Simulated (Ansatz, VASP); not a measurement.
**HCN: VASP beside Ansatz**

```
N C H
1.0
    -2.31606    2.31606    2.15990
     2.31606   -2.31606    2.15990
     2.31606    2.31606   -2.15990
N C H
1 1 1
Direct
  0.27193 0.27193 0.00000
  0.00367 0.00367 0.00000
  0.75210 0.75210 0.00000
```

Alike in both runs: task relaxation of cell and atoms; functional PBE; k mesh 8 × 8 × 8; occupations fermi-dirac, width 0.05 eV; no spin polarisation.

|  | VASP | Ansatz |
| --- | --- | --- |
| version | VASP 6.6.1 | Ansatz 0.2.0 |
| potentials or method | VASP PAW PBE potentials, release 64 (N, C, H) | Ansatz PAW |
| plane-wave cutoff (eV) | 600 | 420 |
| valence electrons in the cell | 10 | 10 |

Ansatz gave:

| Item | Value |
| --- | --- |
| gap on the k mesh at the Fermi level, each at its own relaxed structure (eV) | 6.96 |
| relaxed volume (Å³/atom) | 17.70 |
| relaxed cell length with the largest relative difference (Å) | 4.121 |

Question: What did VASP give for the same quantities?

Answer: gap on the k mesh at the Fermi level, each at its own relaxed structure (eV): 6.87; relaxed volume (Å³/atom): 16.88; relaxed cell length with the largest relative difference (Å): 4.052.

Noted on VASP's run: the standard files for N, O and F lose accuracy on very short bonds. Noted on Ansatz's run: the plane-wave basis is chosen anew once the cell has moved, so the energies of steps on either side of that aren't comparable.
